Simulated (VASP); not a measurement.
Wanted: the native input for a VASP 6.6.1 run.

* Task: relaxation of cell and atoms
* Functional: LDA
* Potentials or basis: VASP PAW LDA potentials, release 64 (Al)
* Cutoff: 600 eV
* k mesh: 8 × 8 × 8
* Occupations: gaussian, width 0.1 eV
* Spin: no spin polarisation
* Dipole correction: no
* Further INCAR settings: ALGO = Fast; EDIFF = 1e-07; IBRION = 2; EDIFFG = -0.003; NSW = 80; ISIF = 3

The structure of Al lies in POSCAR:

```
Al
1.0
    0.0000000000      2.0250000000      2.0250000000
    2.0250000000      0.0000000000      2.0250000000
    2.0250000000      2.0250000000      0.0000000000
Al
1
Direct
    0.0000000000      0.0000000000      0.0000000000
```

One way to write it, as run:

INCAR

```
  PREC = Accurate
  ENCUT = 600
  EDIFF = 1E-7
  ISMEAR = 0
  SIGMA = 0.1
  LREAL = False
  LASPH = True
  NELM = 60
  ALGO = Fast
  ISIF = 3
  LWAVE = False
  LCHARG = False
  GGA = CA
  IBRION = 2
  NSW = 80
  EDIFFG = -0.003
```

KPOINTS

```
Automatic mesh
0
Gamma
  8 8 8
```

Potentials or basis: VASP PAW LDA potentials, release 64 (Al).

Run with:

```sh
$ cat potpaw_LDA.64/Al/POTCAR > POTCAR
$ mpirun -np 1 vasp_std > vasp.out
```

Results of the run:

- Relaxed volume: 15.85 Å³/atom
- Relaxed cell: a = 2.820 Å, b = 2.820 Å, c = 2.820 Å, α = 60.00°, β = 60.00°, γ = 60.00°
- Space group after relaxing (to 0.05 Å): Fm-3m (No. 225)
- Energy gained by relaxing: 9.0 meV/atom
- Ionic steps: 3
- Pressure after relaxing: 0.0 GPa

Run time: 4 s on 1 thread of Intel Xeon 8259CL, on a shared host, peak memory 0.13 GiB.
